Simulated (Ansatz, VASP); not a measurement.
## C in VASP and in Ansatz

```
CELL_PARAMETERS angstrom
0.00000 1.76588 1.76588
1.76588 0.00000 1.76588
1.76588 1.76588 0.00000
ATOMIC_POSITIONS crystal
C 0.50000 0.50000 0.50000
C 0.75000 0.75000 0.75000
```

Alike in both runs: functional LDA; k mesh 8 × 8 × 8; occupations gaussian, width 0.02 eV; no spin polarisation.

Ansatz relaxed the structure, and its values are those at the end. VASP's run is a single point on that final structure, the one shown.

|  | VASP | Ansatz |
| --- | --- | --- |
| version | VASP 6.6.1 | Ansatz 0.2.0 |
| potentials or method | VASP PAW LDA potentials, release 64 (C), cutoff 600 eV | scalar-relativistic, plane waves, PAW |
| valence electrons in the cell | 8 | 8 |

|  | VASP | Ansatz | Ansatz less VASP |
| --- | --- | --- | --- |
| gap on the k mesh at the Fermi level (eV) | 4.17 | 4.17 | +0.002 |
| least direct gap on the mesh (eV) | 5.63 | 5.62 | -0.003 |
| pressure (GPa) | 0.8 | 0.0 | -0.83 |

LDA's correlation is that of Perdew and Zunger in VASP and of Perdew and Wang (1992) in Ansatz.
